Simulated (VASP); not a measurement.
## C: single point with PBEsol+D3(BJ)

C, a slab with vacuum:

```
CELL_PARAMETERS angstrom
4.91674 0.00000 0.00000
-2.45837 4.25802 0.00000
0.00000 0.00000 28.33678
ATOMIC_POSITIONS crystal
C 0.49996 0.66654 0.77165
C 0.49991 0.16670 0.77165
C 0.00000 0.66667 0.77150
C 0.00012 0.16676 0.77165
C 0.66654 0.49996 0.77165
C 0.66667 0.00000 0.77150
C 0.16670 0.49991 0.77165
C 0.16676 0.00012 0.77165
```

```
Program             : VASP 6.6.1
Task                : single point
Functional          : PBEsol
Dispersion          : D3(BJ)
Potentials or basis : VASP PAW PBE potentials, release 64 (C)
Cutoff              : 520 eV
k mesh              : 9 × 9 × 1
Occupations         : gaussian, width 0.04 eV
Spin                : no spin polarisation
```

```json
{
  "Largest force": "0.057 eV/Å",
  "Band gap on the k mesh": "zero (filled and empty bands touch)",
  "Dispersion energy per atom": "-0.049 eV"
}
```

Forces on the atoms (eV/Å):
```
C   -0.012  0.043 -0.019
C    0.043 -0.012 -0.019
C    0.000  0.000  0.057
C   -0.032 -0.032 -0.019
C    0.043  0.012 -0.019
C    0.000  0.000  0.057
C   -0.032  0.032 -0.019
C   -0.012 -0.043 -0.019
```

Levels at points of the mesh, in eV from the Fermi level:
| k point | band 12 | band 13 | band 14 | band 15 | band 16 | band 17 | band 18 | band 19 | band 20 | band 21 |
| --- | --- | --- | --- | --- | --- | --- | --- | --- | --- | --- |
| (0.00, 0.00, 0.00) | -3.00 | -3.00 | -2.38 | -2.38 | -2.38 | 1.65 | 1.66 | 1.66 | 3.38 | 4.14 |

Run time: 8.1 min on 1 thread of Intel(R) Xeon(R) Platinum 8488C (Sapphire Rapids), with other jobs on the host, peak memory 0.73 GiB.

Caveat: the PAW data sets were made with another functional, which shifts forces and pressure a little.
